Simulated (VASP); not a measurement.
A run of VASP 6.6.1:

File INCAR:

```
PREC     = Accurate       # precision mode
ENCUT    = 520            # plane-wave cutoff, eV
EDIFF    = 1E-6           # SCF threshold, eV
ISMEAR   = 0              # smearing method
SIGMA    = 0.05           # smearing width, eV
LREAL    = F              # projectors in reciprocal space
LASPH    = T              # aspherical terms in the spheres
NELM     = 60             # most SCF steps
ALGO     = Normal         # electronic algorithm
ISIF     = 2              # what is computed and relaxed
LWAVE    = F              # write WAVECAR
LCHARG   = F              # write CHGCAR
GGA      = PE             # functional
NBANDS   = 16             # bands
```

File KPOINTS:

```
regular mesh
0
Gamma
  14 14 14
```

POSCAR

```
InP
1.0
    0.0000000000      3.0189905508      3.0189905508
    3.0189905508      0.0000000000      3.0189905508
    3.0189905508      3.0189905508      0.0000000000
In P
1 1
Direct
    0.0000000000      0.0000000000      0.0000000000
    0.2500000000      0.2500000000      0.2500000000
```

Potentials or basis: VASP PAW PBE potentials, release 64 (In_d, P).

Launch:

```bash
$ cat potpaw_PBE.64/In_d/POTCAR potpaw_PBE.64/P/POTCAR > POTCAR
$ mpirun -np 1 vasp_std > vasp.out
```

Hardware: 1 thread of Intel Xeon 8259CL (shared host).

Question: Estimate the wall time of this run.

Answer: Wall time 88 s on 1 thread of Intel Xeon 8259CL (shared host), peak memory 0.24 GiB. Counts: scf iterations 12, k points 104.
